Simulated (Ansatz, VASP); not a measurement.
# Te2Mo: VASP beside Ansatz

The input INCAR:

```
SYSTEM = Te2Mo
ALGO = Normal
EDIFF = 1E-6
ENCUT = 520
GGA = PE
ISIF = 2
ISMEAR = 0
IVDW = 12
LASPH = .TRUE.
LCHARG = .FALSE.
LREAL = .FALSE.
LWAVE = .FALSE.
NBANDS = 35
NELM = 100
PREC = Accurate
SIGMA = 0.1
```

KPOINTS

```
k-points
0
G
  6 6 1
  0 0 0
```

POSCAR

```
Te2Mo
1.0
    3.5603917377      0.0000000000      0.0000000000
   -1.7801958688      3.0833896922      0.0000000000
    0.0000000000      0.0000000000     24.8112624000
Te Mo
4 2
Direct
    0.3333333300      0.6666666700      0.0793711400
    0.6666666700      0.3333333300      0.7763605200
    0.6666666700      0.3333333300      0.9206288600
    0.3333333300      0.6666666700      0.2236394800
    0.3333333300      0.6666666700      0.8484585100
    0.6666666700      0.3333333300      0.1515414900
```

Input for Ansatz:

```yaml
crystal:
  lattice:
    - [3.5603917377, 0.0, 0.0]
    - [-1.7801958688, 3.0833896922, 0.0]
    - [0.0, 0.0, 24.8112624]
  atoms:
    - { symbol: Te, position: [0.33333333, 0.66666667, 0.07937114] }
    - { symbol: Te, position: [0.66666667, 0.33333333, 0.77636052] }
    - { symbol: Te, position: [0.66666667, 0.33333333, 0.92062886] }
    - { symbol: Te, position: [0.33333333, 0.66666667, 0.22363948] }
    - { symbol: Mo, position: [0.33333333, 0.66666667, 0.84845851] }
    - { symbol: Mo, position: [0.66666667, 0.33333333, 0.15154149] }
basis:
  ecutwfc: 420
kpoints:
  mp_grid: { grid: [6, 6, 1] }
hamiltonian:
  xc: pbe
  dispersion: d3bj
scf:
  occupations: { method: gaussian, width: 0.1 }
output:
  forces: true
  stress: true
  eigenvalues: true
```

Alike in both runs: task single point; functional PBE; dispersion D3(BJ); k mesh 6 × 6 × 1; occupations gaussian, width 0.1 eV; no spin polarisation.

|  | VASP | Ansatz |
| --- | --- | --- |
| version | VASP 6.6.1 | Ansatz 0.2.0 |
| potentials or method | VASP PAW PBE potentials, release 64 (Te, Mo_sv), cutoff 520 eV | scalar-relativistic, plane waves, PAW |
| valence electrons in the cell | 52 | 92 |

Ansatz gave:

| Property | Result |
| --- | --- |
| gap on the k mesh at the Fermi level (eV) | 1.02 |
| least direct gap on the mesh (eV) | 1.02 |
| rms of the force components (eV/Å) | 0.078 |

Problem. What did VASP give for the same quantities?

Solution. gap on the k mesh at the Fermi level (eV): 1.02; least direct gap on the mesh (eV): 1.02; rms of the force components (eV/Å): 0.084.

Atom by atom the forces differ by 0.007 eV/Å (rms over components). VASP's potentials hold 52 valence electrons a cell and Ansatz's 92, so a difference there can come from the potentials and not from the codes.

Neither program's run includes spin-orbit coupling.
